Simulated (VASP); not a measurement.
Write the native input for VASP 6.6.1 that does the following.

| Property | Result |
| --- | --- |
| Task | single point |
| Functional | PBEsol |
| Potentials or basis | VASP PAW PBE potentials, release 64 (Cd, F) |
| Cutoff | 520 eV |
| k mesh | 8 × 8 × 8 |
| Occupations | gaussian, width 0.05 eV |
| Spin | no spin polarisation |
| Dipole correction | no |
| Further INCAR settings | ALGO = Normal; EDIFF = 1e-07; NBANDS = 20 |

The structure of CdF2 lies in POSCAR:

```
CdF2
1.0
    0.0000000000      2.7457396189      2.6913739745
    2.7457396189      0.0000000000      2.6913739745
    2.7457396189      2.7457396189      0.0000000000
Cd F
1 2
Direct
    0.0000000000      0.0000000000      0.0000000000
    0.2500000000      0.2500000000      0.2500000000
    0.7500000000      0.7500000000      0.7500000000
```

This cell differs from its parent crystal: volume 13.527 Å^3 an atom, c/a of the conventional cell 0.9802.

One way to write it, as run:

INCAR

```
  ALGO = Normal
  EDIFF = 1E-7
  ENCUT = 520
  GGA = PS
  ISIF = 2
  ISMEAR = 0
  LASPH = T
  LCHARG = F
  LREAL = F
  LWAVE = F
  NBANDS = 20
  NELM = 80
  PREC = Accurate
  SIGMA = 0.05
```

KPOINTS

```
k-points
0
Gamma
  8 8 8
```

Potentials or basis: VASP PAW PBE potentials, release 64 (Cd, F).

The run is started by

```sh
$ cat potpaw_PBE.64/Cd/POTCAR potpaw_PBE.64/F/POTCAR > POTCAR
$ mpirun -np 1 vasp_std > vasp.out
```

It gave:

```
Pressure               : -3.3 GPa
Band gap on the k mesh : 2.76 eV, indirect (least direct gap 3.29 eV)
```

Caveat: the PAW data sets were made with another functional, which shifts forces and pressure a little.

Wall time 46 s on 1 thread of Intel(R) Xeon(R) Platinum 8259CL CPU @ 2.50GHz (Skylake/Cascade Lake), with other jobs on the host, peak memory 0.19 GiB.
